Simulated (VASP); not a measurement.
# NbH2 (Immm) in VASP: notebook

The runs below take NbH2 through single point, with PBEsol.

Program: VASP 6.6.1. These are calculated values, not measurements. Logs are shortened: lines on timing, memory, paths and dates and some standing lists are left out, and cuts for length are marked.

## Step 1: The cell of the first run

Symmetry: Immm, No. 71, orthorhombic system. The conventional cell has a = 3.194 Å, b = 3.259 Å, c = 4.563 Å, α = 90.00°, β = 90.00°, γ = 90.00°. Nb (site symmetry mmm) has 8 H at 1.96 to 1.99 Å within 2.6 Å. H (site symmetry mm2) has 4 Nb at 1.96 to 1.99 Å and 6 H at 2.28 Å within 2.6 Å.

## Step 2: Single point, PBEsol

INCAR

```
PREC = Accurate ; ENCUT = 520
EDIFF = 1E-6 ; ISMEAR = -1
SIGMA = 0.02 ; LREAL = False
LASPH = True ; NELM = 80
ALGO = Normal ; ISIF = 2
LWAVE = False ; LCHARG = False
GGA = PS ; NBANDS = 14
```

KPOINTS

```
Automatic mesh
0
Gamma
  13 13 13
```

POSCAR

```
NbH2
1.0
    0.0228150000      2.2815000000      2.2815000000
    2.2815000000      0.0228150000      2.2815000000
    2.3043150000      2.3043150000      0.0000000000
Nb H
1 2
Direct
    0.0000000000      0.0000000000      0.0000000000
    0.2500000000      0.2500000000      0.2500000000
    0.7500000000      0.7500000000      0.7500000000
```

Potentials or basis: VASP PAW PBE potentials, release 64 (Nb_sv, H).

Command:

```console
$ cat potpaw_PBE.64/Nb_sv/POTCAR potpaw_PBE.64/H/POTCAR > POTCAR
$ mpirun -np 1 vasp_std > vasp.out
```

OUTCAR:

```text
PREC = Accurate
   ENCUT = 520
   EDIFF = 1E-6
   ISMEAR = -1
   LREAL = False
   LASPH = True
   NELM = 80
   ISIF = 2
   GGA = PS

 ion  position               nearest neighbor table
   1  0.000  0.000  0.000-   3 1.96   3 1.96   2 1.96   2 1.96
   2  0.250  0.250  0.250-   1 1.96   1 1.96
   3  0.750  0.750  0.750-   1 1.96   1 1.96

  LATTYP: Found a body centered orthorhombic cell.
 ALAT       =     3.1942629601
 B/A-ratio  =     1.0202020202
 C/A-ratio  =     1.4284985479

  Lattice vectors:

 A1 = (   2.2815000000,   0.0228150000,  -2.2815000000)
 A2 = (  -2.2815000000,  -0.0228150000,  -2.2815000000)
 A3 = (   0.0228150000,   2.2815000000,   2.2815000000)

Analysis of symmetry for initial positions (statically):
=====================================================================
 Subroutine PRICEL returns:
 Original cell was already a primitive cell.

 Routine SETGRP: Setting up the symmetry group for a
 body centered orthorhombic supercell.

 Subroutine GETGRP returns: Found  8 space group operations
 (whereof  8 operations were pure point group operations)
 out of a pool of  8 trial point group operations.

The static configuration has the point symmetry D_2h.

Analysis of symmetry for dynamics (positions and initial velocities):
=====================================================================
 Subroutine PRICEL returns:
 Original cell was already a primitive cell.

 Routine SETGRP: Setting up the symmetry group for a
 body centered orthorhombic supercell.

 Subroutine GETGRP returns: Found  8 space group operations
 (whereof  8 operations were pure point group operations)
 out of a pool of  8 trial point group operations.

The dynamic configuration has the point symmetry D_2h.

 Subroutine INISYM returns: Found  8 space group operations
 (whereof  8 operations are pure point group operations),
 and found     1 'primitive' translations

----------------------------------------------------------------------------------------

                                     Primitive cell

  volume of cell :      23.7491

  direct lattice vectors                    reciprocal lattice vectors
     0.022815000  2.281500000  2.281500000    -0.221367743  0.221367743  0.219154065
     2.281500000  0.022815000  2.281500000     0.221367743 -0.221367743  0.219154065
     2.304315000  2.304315000  0.000000000     0.216984223  0.216984223 -0.219154065

  length of vectors
     3.226608905  3.226608905  3.258793525     0.382146385  0.382146385  0.377084620

  position of ions in fractional coordinates (direct lattice)
     0.000000000  0.000000000  0.000000000
     0.250000000  0.250000000  0.250000000
     0.750000000  0.750000000  0.750000000

  ion indices of the primitive-cell ions
   primitive index   ion index
                 1           1
                 2           2
                 3           3

----------------------------------------------------------------------------------------

 KPOINTS: Automatic mesh

Automatic generation of k-mesh.
 Grid dimensions read from file:
 generate k-points for:   13   13   13

 Generating k-lattice:

  Cartesian coordinates                     Fractional coordinates (reciprocal lattice)
    -0.017028288  0.017028288  0.016858005     0.076923077  0.000000000  0.000000000
     0.017028288 -0.017028288  0.016858005     0.000000000  0.076923077  0.000000000
     0.016691094  0.016691094 -0.016858005     0.000000000  0.000000000  0.076923077

  Length of vectors
     0.029395876  0.029395876  0.029006509

  Shift w.r.t. Gamma in fractional coordinates (k-lattice)
     0.000000000  0.000000000  0.000000000

 Subroutine IBZKPT returns following result:
 ===========================================

 Found    343 irreducible k-points:

 Following reciprocal coordinates:
            Coordinates               Weight
  0.000000  0.000000  0.000000      1.000000
  0.076923 -0.000000  0.000000      4.000000
  0.153846 -0.000000  0.000000      4.000000
  0.230769 -0.000000  0.000000      4.000000
  0.307692 -0.000000  0.000000      4.000000
  0.384615 -0.000000  0.000000      4.000000
[... 16 lines left out ...]
  0.384615  0.153846  0.000000      4.000000
  0.461538  0.153846  0.000000      4.000000
 [... further k-points ...]
   k-points           NKPTS =    343   k-points in BZ     NKDIM =    343   number of bands    NBANDS=     14
   number of dos      NEDOS =    301   number of ions     NIONS =      3
   total plane-waves  NPLWV =  13824
   dimension x,y,z NGX =    24 NGY =   24 NGZ =   24
   dimension x,y,z NGXF=    48 NGYF=   48 NGZF=   48
   ions per type =               1   2
   NGX,Y,Z   is equivalent  to a cutoff of  12.37, 12.37, 12.24 a.u.
   NGXF,Y,Z  is equivalent  to a cutoff of  24.73, 24.73, 24.49 a.u.
 SYSTEM =  unknown system
   PREC   = accura    normal or accurate (medium, high low for compatibility)
   ISTART =      0    job   : 0-new  1-cont  2-samecut
   ICHARG =      2    charge: 1-file 2-atom 10-const
   ISPIN  =      1    spin polarized calculation?
   LNONCOLLINEAR =      F non collinear calculations
   LSORBIT =      F    spin-orbit coupling
   LASPH  =      T    aspherical Exc in radial PAW
   ENCUT  =  520.0 eV  38.22 Ry    6.18 a.u.   6.00  6.00  6.06*2*pi/ulx,y,z
   NELM   =     80;   NELMIN=  2; NELMDL= -5     # of ELM steps
   EDIFF  = 0.1E-05   stopping-criterion for ELM
   LREAL  =      F    real-space projection
   EDIFFG = 0.1E-04   stopping-criterion for IOM
   NSW    =      0    number of steps for IOM
   IBRION =     -1    ionic relax: 0-MD 1-quasi-New 2-CG
   NFREE  =      0    steps in history (QN), initial steepest desc. (CG)
   ISIF   =      2    stress and relaxation
   ISYM   =      2    0-nonsym 1-usesym 2-fastsym
   POTIM  = 0.5000    time-step for ionic-motion
   TEBEG  =    0.0;   TEEND  =   0.0 temperature during run
   PSTRESS=    0.0 pullay stress
   NELECT =      15.0000    total number of electrons
   NUPDOWN=      -1.0000    fix difference up-down
   EMIN   =  10.00;   EMAX   =-10.00  energy-range for DOS
   EFERMI =   0.00;   METHOD = LEGACY
   ISMEAR =    -1;   SIGMA  =   0.02  broadening in eV -4-tet -1-fermi 0-gaus
   EFERMI_NEDOS =   21; number of points for ismear=-14 and -15
   IALGO  =     38    algorithm
   IMIX   =      4    mixing-type and parameters
     AMIX     =   0.40;   BMIX     =  1.00
     AMIX_MAG =   1.60;   BMIX_MAG =  1.00
  volume/ion in A,a.u.               =       7.92        53.42
  Fermi-wavevector in a.u.,A,eV,Ry     =   1.404611  2.654329 26.843353  1.972931
  Thomas-Fermi vector in A             =   2.527155
   LORBIT       =      0    0 simple, 1 ext, 2 COOP (PROOUT), +10 PAW based schemes
   GGA     = PS    functional components
   LHFCALC =     F    Hartree Fock is set to
   AEXX    =    0.0000 exact exchange contribution
   IVDW    =     0    specifies the selected vdW correction
   LEPSILON=     F    determine dielectric tensor
   LRPA    =     F    only Hartree local field effects (RPA)
 non-spin polarized calculation
  energy-cutoff  :      520.00
  volume of cell :       23.75
 maximum number of plane-waves:       652
   NGX = 11   NGY = 11   NGZ = 13

 number of electron      15.0000000 magnetization

 Free energy of the ion-electron system (eV)
  ---------------------------------------------------
  ext. energy  EPLUGINS =         0.00000000
  ---------------------------------------------------
  free energy    TOTEN  =       -18.48423176 eV

  energy without entropy =      -18.48269855  energy(sigma->0) =      -18.48346515

 E-fermi :   9.8282     XC(G=0): -12.1633

 val. band max:        9.8254558238   @ k =   0.2308   0.1538   0.4615
 cond. band min:       9.8295398835   @ k =  -0.4615   0.0000   0.2308
 fundamental gap:      0.0040840597
 Fermi energy:         9.8282339805

 k-point     1 :       0.0000    0.0000    0.0000
  band No.  band energies     occupation
      1     -45.4691      2.00000
      2     -21.2805      2.00000
      3     -21.2646      2.00000
      4     -21.2484      2.00000
      5      -0.8363      2.00000
      6       8.3722      2.00000
      7       8.4747      2.00000
      8       8.5930      2.00000
      9       8.7799      2.00000
     10      11.1129      0.00000
     11      11.1132      0.00000
     12      22.1454      0.00000
     13      22.9820      0.00000
     14      23.1609      0.00000

 k-point     2 :       0.0769   -0.0000    0.0000
  band No.  band energies     occupation
      1     -45.4640      2.00000
      2     -21.2977      2.00000
      3     -21.2855      2.00000
      4     -21.2635      2.00000
      5      -0.6709      2.00000
      6       7.1472      2.00000
      7       8.4569      2.00000
      8       8.6031      2.00000
      9      10.3854      0.00000
     10      11.0349      0.00000
     11      11.0427      0.00000
     12      20.8068      0.00000
     13      23.3142      0.00000
     14      23.5355      0.00000

 k-point     3 :       0.1538   -0.0000    0.0000
  band No.  band energies     occupation
      1     -45.4500      2.00000
      2     -21.4130      2.00000
      3     -21.2994      2.00000
      4     -21.2802      2.00000
      5      -0.2078      2.00000
      6       5.9047      2.00000
      7       8.6600      2.00000
      8       8.8200      2.00000
      9      10.8930      0.00000
     10      10.9058      0.00000
     11      12.1972      0.00000
     12      19.3603      0.00000
     13      24.2423      0.00000
     14      24.4254      0.00000
[... 324 lines left out ...]
 k-point    23 :       0.3846    0.1538    0.0000
  band No.  band energies     occupation
      1     -45.3930      2.00000
      2     -21.7735      2.00000
      3     -21.3962      2.00000
      4     -21.3953      2.00000
      5       1.7436      2.00000
      6       4.0097      2.00000
      7       8.2439      2.00000
      8       9.2914      2.00000
      9      11.2570      0.00000
     10      12.2437      0.00000
     11      16.1697      0.00000
     12      18.1275      0.00000
     13      19.7840      0.00000
     14      21.8998      0.00000

 k-point    24 :       0.4615    0.1538    0.0000
  band No.  band energies     occupation
      1     -45.3789      2.00000
      2     -21.8654      2.00000
      3     -21.4328      2.00000
      4     -21.4017      2.00000
      5       1.9534      2.00000
      6       4.2609      2.00000
      7       7.9863      2.00000
      8       9.1618      2.00000
      9      12.2019      0.00000
     10      12.5232      0.00000
     11      16.0823      0.00000
     12      16.9783      0.00000
     13      19.8013      0.00000
     14      21.3525      0.00000

 [... further k-points ...]
[... 5 lines left out ...]
  --------------------------------------------------------------------------------------
  -------------------------------------------------------------------------------------
  Total       -0.8534609     -0.8534609     -0.8259773     -0.3512559      0.0000000      0.0000000
  in kB      -57.5766268    -57.5766268    -55.7225124    -23.6966135      0.0000000      0.0000000
  external PRESSURE =     -56.9585887 kB  Pullay stress =       0.0000000 kB

 VOLUME and BASIS-vectors are now :
 -----------------------------------------------------------------------------
  energy-cutoff  :      520.00
  volume of cell :       23.75
      direct lattice vectors                 reciprocal lattice vectors
     0.022815000  2.281500000  2.281500000    -0.221367743  0.221367743  0.219154065
     2.281500000  0.022815000  2.281500000     0.221367743 -0.221367743  0.219154065
     2.304315000  2.304315000  0.000000000     0.216984223  0.216984223 -0.219154065

 POSITION                                       TOTAL-FORCE (eV/Angst)
 -----------------------------------------------------------------------------------
      0.00000      0.00000      0.00000         0.000000      0.000000      0.000000
      1.15216      1.15216      1.14075         0.000000      0.000000     -0.087782
      3.45647      3.45647      3.42225        -0.000000     -0.000000      0.087782
 -----------------------------------------------------------------------------------
    total drift:                               -0.000000      0.000000      0.000000

  FREE ENERGIE OF THE ION-ELECTRON SYSTEM (eV)
  ---------------------------------------------------
  free  energy   TOTEN  =       -18.4842317561 eV

  energy  without entropy=      -18.4826985533  energy(sigma->0) =      -18.48346515
```

Run time: 61 s. Hardware: 1 thread of AMD EPYC 9R14 (Zen 4), shared host; peak memory 0.2 GiB.

Results:

| Quantity | Value |
| --- | --- |
| Free energy | -18.4842 eV |
| Pressure | -5.7 GPa |
| Largest force | 0.088 eV/Å |
| Band gap on the k mesh | zero (an odd number of electrons rules out a gap without spin polarisation) |

Forces on the atoms (eV/Å):
```
Nb   0.000  0.000  0.000
H    0.000  0.000 -0.088
H    0.000  0.000  0.088
```

Caveat: the cell stands under tension; the PAW data sets were made with another functional, which shifts forces and pressure a little.

## Step 3: Single point, PBEsol

INCAR

```
ALGO = Normal
EDIFF = 1E-7
ENCUT = 520
GGA = PS
ISIF = 2
ISMEAR = -1
LASPH = True
LCHARG = False
LREAL = False
LWAVE = False
NBANDS = 14
NELM = 80
PREC = Accurate
SIGMA = 0.02
```

KPOINTS

```
k-points
0
Gamma
  13 13 13
```

POSCAR

```
NbH2
1.0
    0.0342225000      2.2815000000      2.2815000000
    2.2815000000      0.0342225000      2.2815000000
    2.3157225000      2.3157225000      0.0000000000
Nb H
1 2
Direct
    0.0000000000      0.0000000000      0.0000000000
    0.2500000000      0.2500000000      0.2500000000
    0.7500000000      0.7500000000      0.7500000000
```

Potentials or basis: VASP PAW PBE potentials, release 64 (Nb_sv, H).

Command:

```console
$ cat potpaw_PBE.64/Nb_sv/POTCAR potpaw_PBE.64/H/POTCAR > POTCAR
$ mpirun -np 1 vasp_std > vasp.out
```

Wall time 61 s (1 thread of AMD EPYC 9R14 (Zen 4), shared host); peak memory 0.2 GiB.

It converged, with:

* Free energy: -18.4798 eV
* Pressure: -5.6 GPa
* Largest force: 0.134 eV/Å
* Band gap on the k mesh: zero (an odd number of electrons rules out a gap without spin polarisation)

Forces in eV/Å, atoms in the order of the input:
```
Nb   0.000  0.000  0.000
H    0.000  0.000 -0.134
H    0.000  0.000  0.134
```

Stress tensor (GPa, compression positive):
```
-5.70 -3.79  0.00
-3.79 -5.70  0.00
 0.00  0.00 -5.40
```

Levels at points of the mesh, in eV from the Fermi level:
| k point | band 6 | band 7 | band 8 | band 9 | band 10 | band 11 |
| --- | --- | --- | --- | --- | --- | --- |
| (0.00, 0.00, 0.00) | -1.51 | -1.37 | -1.18 | -1.05 | 1.28 | 1.29 |

Caveat: the cell stands under tension; the PAW data sets were made with another functional, which shifts forces and pressure a little.
